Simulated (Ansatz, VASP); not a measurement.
**One calculation of Ni, two programs**

The input INCAR:

```
ALGO     = Normal         # electronic algorithm
EDIFF    = 1E-6           # SCF threshold, eV
ENCUT    = 520            # plane-wave cutoff, eV
ISIF     = 2              # what is computed and relaxed
ISMEAR   = -1             # smearing method
LASPH    = T              # aspherical terms in the spheres
LCHARG   = F              # write CHGCAR
LREAL    = F              # projectors in reciprocal space
LWAVE    = F              # write WAVECAR
NBANDS   = 22             # bands
NELM     = 60             # most SCF steps
PREC     = Accurate       # precision mode
SIGMA    = 0.1            # smearing width, eV
```

File KPOINTS:

```
k-points
0
Gamma
  11 11 15
```

The input POSCAR:

```
Ni
1.0
    3.8876013078      0.0000000000      0.0000000000
   -1.9438006539      3.3667614924      0.0000000000
    0.0000000000      0.0000000000      2.3362586391
Ni
3
Direct
    1.0000000000      0.0000000000      0.0000000000
    0.3333333333      0.6666666667      0.5000000000
    0.6666666667      0.3333333333      0.5000000000
```

Input for Ansatz:

```yaml
crystal:
  lattice:
    - [3.8876013078, 0.0, 0.0]
    - [-1.9438006539, 3.3667614924, 0.0]
    - [0.0, 0.0, 2.3362586391]
  atoms:
    - { symbol: Ni, position: [1.0, 0.0, 0.0] }
    - { symbol: Ni, position: [0.3333333333, 0.6666666667, 0.5] }
    - { symbol: Ni, position: [0.6666666667, 0.3333333333, 0.5] }
hamiltonian:
  xc: lda
  pseudopotentials:
    kind: paw
    azcp:
      Ni: "pseudopotentials/Ni.paw.azcp"
basis:
  ecutwfc: 420
  fft_grid_basis: typed
kpoints:
  mp_grid: { grid: [11, 11, 15], shift: [0, 0, 0] }
magnetization:
  spin_polarized: false
scf:
  occupations: { method: fermi_dirac, width: 0.1 }
  lower_state_search: "off"
output:
  stress: true
  write_density: true
  write_potential: true
  elf: true
  volumetric_format: npy
```

Alike in both runs: task single point; functional LDA; k mesh 11 × 11 × 15; occupations fermi-dirac, width 0.1 eV; no spin polarisation.

```csv
,VASP,Ansatz
version,VASP 6.6.1,Ansatz 0.2.0
potentials or method,"VASP PAW LDA potentials, release 64 (Ni), cutoff 520 eV","plane waves (420 eV) with PAW, scalar-relativistic"
valence electrons in the cell,30,54
```

Ansatz gave:

| Property | Result |
| --- | --- |
| pressure (GPa) | -0.1 |
| traceless stress, the component that is largest in VASP (GPa) | -0.16 |

Task: Estimate VASP's values.

Result: Pressure (GPa): -0.2; traceless stress, the component that is largest in VASP (GPa): -0.24.

Ansatz warns that its potentials were made for another functional, while VASP's fit it. LDA's correlation is that of Perdew and Zunger in VASP and of Perdew and Wang (1992) in Ansatz. VASP's potentials hold 30 valence electrons a cell and Ansatz's 54, so a difference there can come from the potentials and not from the codes.
